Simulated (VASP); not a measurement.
# Be (P6_3/mmc) in VASP: a series of runs, part 2 of 2

VASP 6.6.1. The steps go on from the part before.

## 3. Single point, LDA

This run uses another cell than the first one, of 7.05 Å³/atom.

Contents of INCAR:

```
PREC = Accurate ; ENCUT = 520
EDIFF = 1E-7 ; ISMEAR = -1
SIGMA = 0.08 ; LREAL = False
LASPH = True ; NELM = 60
ALGO = Normal ; ISIF = 2
LWAVE = False ; LCHARG = True
GGA = CA ; LELF = True
LVHAR = True ; NBANDS = 9
```

Contents of KPOINTS:

```
regular mesh
0
Gamma
  24 24 14
```

Contents of POSCAR:

```
Be
1.0
    2.1757618781      0.0000000000      0.0000000000
   -1.0878809390      1.8842650590      0.0000000000
    0.0000000000      0.0000000000      3.4408137077
Be
2
Direct
    0.3333333333      0.6666666667      0.2500000000
    0.6666666667      0.3333333333      0.7500000000
```

Potentials or basis: VASP PAW LDA potentials, release 64 (Be).

The run is started by

```bash
$ cat potpaw_LDA.64/Be/POTCAR > POTCAR
$ mpirun -np 1 vasp_std > vasp.out
```

OUTCAR:

```text
PREC = Accurate
   ENCUT = 520
   EDIFF = 1E-7
   ISMEAR = -1
   LREAL = False
   LASPH = True
   NELM = 60
   ISIF = 2
   GGA = CA

 ion  position               nearest neighbor table
   1  0.333  0.667  0.250-   2 2.13   2 2.13   2 2.13   2 2.13   2 2.13   2 2.13
   2  0.667  0.333  0.750-   1 2.13   1 2.13   1 2.13   1 2.13   1 2.13   1 2.13

  LATTYP: Found a hexagonal cell.
 ALAT       =     2.1757618781
 C/A-ratio  =     1.5814293569

  Lattice vectors:

 A1 = (   2.1757618781,   0.0000000000,   0.0000000000)
 A2 = (  -1.0878809390,   1.8842650590,   0.0000000000)
 A3 = (   0.0000000000,   0.0000000000,   3.4408137077)

Analysis of symmetry for initial positions (statically):
=====================================================================
 Subroutine PRICEL returns:
 Original cell was already a primitive cell.

 Routine SETGRP: Setting up the symmetry group for a
 hexagonal supercell.

 Subroutine GETGRP returns: Found 24 space group operations
 (whereof 12 operations were pure point group operations)
 out of a pool of 24 trial point group operations.

The static configuration has the point symmetry D_3d.
 The point group associated with its full space group is D_6h.

Analysis of symmetry for dynamics (positions and initial velocities):
=====================================================================
 Subroutine PRICEL returns:
 Original cell was already a primitive cell.

 Routine SETGRP: Setting up the symmetry group for a
 hexagonal supercell.

 Subroutine GETGRP returns: Found 24 space group operations
 (whereof 12 operations were pure point group operations)
 out of a pool of 24 trial point group operations.

The dynamic configuration has the point symmetry D_3d.
 The point group associated with its full space group is D_6h.

 Subroutine INISYM returns: Found 24 space group operations
 (whereof 12 operations are pure point group operations),
 and found     1 'primitive' translations
[... 117 lines left out ...]
  Fermi-wavevector in a.u.,A,eV,Ry     =   1.075532  2.032461 15.738798  1.156769
  Thomas-Fermi vector in A             =   2.211391
   LORBIT       =      0    0 simple, 1 ext, 2 COOP (PROOUT), +10 PAW based schemes
   GGA     = CA    functional components
   LHFCALC =     F    Hartree Fock is set to
   AEXX    =    0.0000 exact exchange contribution
   IVDW    =     0    specifies the selected vdW correction
   LEPSILON=     F    determine dielectric tensor
   LRPA    =     F    only Hartree local field effects (RPA)
 non-spin polarized calculation
  energy-cutoff  :      520.00
  volume of cell :       14.11
 maximum number of plane-waves:       390
   NGX =  9   NGY =  9   NGZ = 13

 number of electron       4.0000000 magnetization

 Free energy of the ion-electron system (eV)
  ---------------------------------------------------
  ext. energy  EPLUGINS =         0.00000000
  ---------------------------------------------------
  free energy    TOTEN  =        -8.38715166 eV

  energy without entropy =       -8.38355061  energy(sigma->0) =       -8.38535113

 E-fermi :   7.7071     XC(G=0): -11.0031

 val. band max:        7.6997693014   @ k =   0.2917   0.2917   0.0000
 cond. band min:       7.7147005646   @ k =   0.2917   0.2917   0.0000
 fundamental gap:      0.0149312631
 Fermi energy:         7.7070680689

 k-point     1 :       0.0000    0.0000    0.0000
  band No.  band energies     occupation
      1      -4.0907      2.00000
      2       2.8181      2.00000
      3       9.3006      0.00000
      4      25.0337      0.00000
      5      25.0337      0.00000
      6      28.0805      0.00000
      7      28.0805      0.00000
      8      30.1744      0.00000
      9      36.9815      0.00000
[... 265 lines left out ...]
 k-point    24 :       0.4583    0.0417    0.0000
  band No.  band energies     occupation
      1       2.2298      2.00000
      2       4.7567      2.00000
      3      11.4301      0.00000
      4      14.9061      0.00000
      5      15.1767      0.00000
      6      16.8086      0.00000
      7      19.9156      0.00000
      8      25.9065      0.00000
      9      29.9099      0.00000

 [... further k-points ...]

------------------------ aborting loop because EDIFF is reached ----------------------------------------

  FORCE on cell =-STRESS in cart. coord.  units (eV):
  Direction    XX          YY          ZZ          XY          YZ          ZX
  --------------------------------------------------------------------------------------
  -------------------------------------------------------------------------------------
  Total        0.9259770      0.9259770      0.9267479      0.0000000      0.0000000      0.0000000
  in kB      105.1710617    105.1710617    105.2586249      0.0000000      0.0000000      0.0000000
  external PRESSURE =     105.2002494 kB  Pullay stress =       0.0000000 kB

 VOLUME and BASIS-vectors are now :
 -----------------------------------------------------------------------------
  energy-cutoff  :      520.00
  volume of cell :       14.11
      direct lattice vectors                 reciprocal lattice vectors
     2.175761878  0.000000000  0.000000000     0.459609119  0.265355449  0.000000000
    -1.087880939  1.884265059  0.000000000     0.000000000  0.530710897  0.000000000
     0.000000000  0.000000000  3.440813708     0.000000000  0.000000000  0.290628928

 POSITION                                       TOTAL-FORCE (eV/Angst)
 -----------------------------------------------------------------------------------
     -0.00000      1.25618      0.86020        -0.000000      0.000000      0.000000
      1.08788      0.62809      2.58061         0.000000     -0.000000      0.000000
 -----------------------------------------------------------------------------------
    total drift:                                0.000000     -0.000000      0.000000

  FREE ENERGIE OF THE ION-ELECTRON SYSTEM (eV)
  ---------------------------------------------------
  free  energy   TOTEN  =        -8.3871516552 eV

  energy  without entropy=       -8.3835506112  energy(sigma->0) =       -8.38535113
```

OSZICAR:

```text
N       E                     dE             d eps       ncg     rms          rms(c)
DAV:   1    -0.407135396947E+01   -0.40714E+01   -0.18559E+03  8968   0.371E+02
DAV:   2    -0.841360661481E+01   -0.43423E+01   -0.42459E+01 12668   0.485E+01
DAV:   3    -0.845888598744E+01   -0.45279E-01   -0.44665E-01  9749   0.341E+00
DAV:   4    -0.845892922414E+01   -0.43237E-04   -0.43236E-04 10464   0.920E-02
DAV:   5    -0.845892922962E+01   -0.54771E-08   -0.47129E-08  9583   0.120E-03    0.136E+00
DAV:   6    -0.840934118742E+01    0.49588E-01   -0.33561E-03  9774   0.405E-01    0.823E-01
DAV:   7    -0.838716284330E+01    0.22178E-01   -0.52199E-03 10083   0.498E-01    0.245E-02
DAV:   8    -0.838715299028E+01    0.98530E-05   -0.14009E-05  9561   0.289E-02    0.617E-03
DAV:   9    -0.838715166036E+01    0.13299E-05   -0.68150E-07 10321   0.627E-03    0.680E-04
DAV:  10    -0.838715165523E+01    0.51337E-08   -0.99274E-10  6008   0.261E-04
   1 F= -.83871517E+01 E0= -.83853511E+01  d E =-.360104E-02
```

Run time: 29 s. Hardware: 1 thread of Intel Xeon 8259CL, shared host; peak memory 0.15 GiB.

What came out:

```
Free energy            : -8.3872 eV
Pressure               : 10.5 GPa
Band gap on the k mesh : zero (bands 2 and 3 overlap by 2.16 eV)
```

Levels at points of the mesh, in eV from the Fermi level:
```tsv
k point	band 1	band 2	band 3	band 4	band 5	band 6	band 7
(0.00, 0.00, 0.00)	-11.80	-4.89	1.59	17.33	17.33	20.37	20.37
(0.50, 0.00, 0.00)	-5.38	-3.15	3.87	6.93	7.53	10.19	11.16
(0.00, 0.00, 0.50)	-9.60	-9.60	11.53	11.53	19.09	19.09	19.09
(0.50, 0.00, 0.50)	-3.95	-3.95	2.09	2.09	12.98	12.98	16.58
```

Caveat: the cell stands under pressure.

## 4. Single point, LDA

This run uses another cell than the first one, of 7.19 Å³/atom.

Contents of INCAR:

```
ALGO = Normal
EDIFF = 1E-6
ENCUT = 520
GGA = CA
ISIF = 2
ISMEAR = -1
LASPH = True
LCHARG = True
LELF = True
LREAL = False
LVHAR = True
LWAVE = False
NBANDS = 9
NELM = 60
PREC = Accurate
SIGMA = 0.08
```

Contents of KPOINTS:

```
k-points
0
Gamma
  24 24 14
```

Contents of POSCAR:

```
Be
1.0
    2.1900718094      0.0000000000      0.0000000000
   -1.0950359047      1.8966578231      0.0000000000
    0.0000000000      0.0000000000      3.4606539557
Be
2
Direct
    0.3333333333      0.6666666667      0.2500000000
    0.6666666667      0.3333333333      0.7500000000
```

The run is started by

```bash
$ cat potpaw_LDA.64/Be/POTCAR > POTCAR
$ mpirun -np 1 vasp_std > vasp.out
```

Wall time 28 s (1 thread of Intel Xeon 8259CL, shared host); peak memory 0.16 GiB.

The run converged. Its results:

```yaml
Free_energy: -8.4022 eV
Pressure: 7.5 GPa
Band_gap_on_the_k_mesh: zero (bands 2 and 3 overlap by 2.13 eV)
```

Levels at points of the mesh, in eV from the Fermi level:
```csv
k point,band 1,band 2,band 3,band 4,band 5,band 6
"(0.00, 0.00, 0.00)",-11.70,-4.81,1.53,17.06,17.06,20.07
"(0.50, 0.00, 0.00)",-5.31,-3.13,3.82,6.86,7.40,10.03
"(0.00, 0.00, 0.50)",-9.51,-9.51,11.39,11.39,18.79,18.79
"(0.50, 0.00, 0.50)",-3.89,-3.89,2.02,2.02,12.79,12.79
```

Caveat: the cell stands under pressure.

## 5. Single point, LDA

This run uses another cell than the first one, of 7.33 Å³/atom.

Contents of INCAR:

```
PREC = Accurate
ENCUT = 520
EDIFF = 1E-6
ISMEAR = -1
SIGMA = 0.08
LREAL = F
LASPH = T
NELM = 60
ALGO = Normal
ISIF = 2
LWAVE = F
LCHARG = F
NBANDS = 9
```

Contents of KPOINTS:

```
regular mesh
0
Gamma
  24 24 14
```

Contents of POSCAR:

```
Be
1.0
    2.2054373508      0.0000000000      0.0000000000
   -1.1027186754      1.9099647722      0.0000000000
    0.0000000000      0.0000000000      3.4818420698
Be
2
Direct
    0.3333333333      0.6666666667      0.2500000000
    0.6666666667      0.3333333333      0.7500000000
```

The run is started by

```bash
$ cat potpaw_LDA.64/Be/POTCAR > POTCAR
$ mpirun -np 1 vasp_std > vasp.out
```

Wall time 27 s (1 thread of Intel Xeon 8259CL, shared host); peak memory 0.16 GiB.

It converged, with:

```
Free energy            : -8.4131 eV
Pressure               : 4.5 GPa
Band gap on the k mesh : zero (bands 2 and 3 overlap by 2.11 eV)
```

Levels at points of the mesh, in eV from the Fermi level:
| k point | band 1 | band 2 | band 3 | band 4 | band 5 | band 6 |
| --- | --- | --- | --- | --- | --- | --- |
| (0.00, 0.00, 0.00) | -11.59 | -4.72 | 1.47 | 16.77 | 16.77 | 19.74 |
| (0.50, 0.00, 0.00) | -5.24 | -3.12 | 3.77 | 6.79 | 7.27 | 9.87 |
| (0.00, 0.00, 0.50) | -9.41 | -9.41 | 11.24 | 11.24 | 18.48 | 18.48 |
| (0.50, 0.00, 0.50) | -3.83 | -3.83 | 1.95 | 1.95 | 12.59 | 12.59 |

Caveat: the cell stands under pressure.

## 6. Summary

| cell | gap on the mesh (eV) | pressure (GPa) |
| --- | --- | --- |
| a = 2.154, b = 2.154, c = 3.410 Å, angles 90.0, 90.0, 120.0°, 2 atoms | none | 15.6 |
| a = 2.176, b = 2.176, c = 3.441 Å, angles 90.0, 90.0, 120.0°, 2 atoms | none | 10.5 |
| a = 2.190, b = 2.190, c = 3.461 Å, angles 90.0, 90.0, 120.0°, 2 atoms | none | 7.5 |
| a = 2.205, b = 2.205, c = 3.482 Å, angles 90.0, 90.0, 120.0°, 2 atoms | none | 4.5 |

Alike in all rows: task single point; level LDA; potentials or basis VASP PAW LDA potentials, release 64 (Be); no spin polarisation; k mesh 24 × 24 × 14; cutoff (eV) 520; smearing fermi-dirac 0.08 eV.

Caveats: the cell stands under pressure.

Absolute energies hang on the potentials; compare differences alone.
